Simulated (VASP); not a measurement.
Wanted: the native input for a VASP 6.6.1 run.

| Quantity | Value |
| --- | --- |
| Task | single point |
| Functional | PBEsol |
| Dispersion | D3(BJ) |
| Potentials or basis | VASP PAW PBE potentials, release 64 (W_sv, S) |
| Cutoff | 520 eV |
| k mesh | 12 × 12 × 4 |
| Occupations | gaussian, width 0.05 eV |
| Spin | no spin polarisation |
| Dipole correction | no |
| Further INCAR settings | ALGO = Normal; EDIFF = 1e-06; NBANDS = 35 |

The structure of WS2 lies in POSCAR:

```
WS2
1.0
    3.1147273971      0.0000000000      0.0000000000
   -1.5573636985      2.6974330517      0.0708076176
    0.0000000000      0.3090214751     11.7722466704
W S
2 4
Direct
    0.3333333333      0.6666666667      0.2500000000
    0.6666666667      0.3333333333      0.7500000000
    0.3333333333      0.6666666667      0.6164531912
    0.6666666667      0.3333333333      0.1164531912
    0.3333333333      0.6666666667      0.8835468088
    0.6666666667      0.3333333333      0.3835468088
```

This cell differs from its parent crystal: strain +0.0525 x Voigt [0, 0, 0, 1, 0, 0].

These files were run (other wordings do the same):

INCAR

```
SYSTEM = WS2
PREC = Accurate ; ENCUT = 520
EDIFF = 1E-6 ; ISMEAR = 0
SIGMA = 0.05 ; LREAL = .False.
LASPH = .True. ; NELM = 80
ALGO = Normal ; ISIF = 2
LWAVE = .False. ; LCHARG = .False.
GGA = PS ; IVDW = 12
NBANDS = 35
```

KPOINTS

```
regular mesh
0
Gamma
  12 12 4
  0 0 0
```

Potentials or basis: VASP PAW PBE potentials, release 64 (W_sv, S).

The run is started by

```bash
$ cat potpaw_PBE.64/W_sv/POTCAR potpaw_PBE.64/S/POTCAR > POTCAR
$ mpirun -np 1 vasp_std > vasp.out
```

It gave:

```
Pressure                   : 0.8 GPa
Largest force              : 0.901 eV/Å
Band gap on the k mesh     : 0.66 eV (least direct gap 1.89 eV)
Dispersion energy per atom : -0.417 eV
```

Caveat: the cell differs from its parent crystal (strain +0.0525 x Voigt [0, 0, 0, 1, 0, 0]); the PAW data sets were made with another functional, which shifts forces and pressure a little; spin-orbit coupling is left out, which moves the levels of the heavy elements.

It took 7 min on 1 thread of Intel(R) Xeon(R) Platinum 8488C (Sapphire Rapids), on a shared host, peak memory 0.54 GiB.
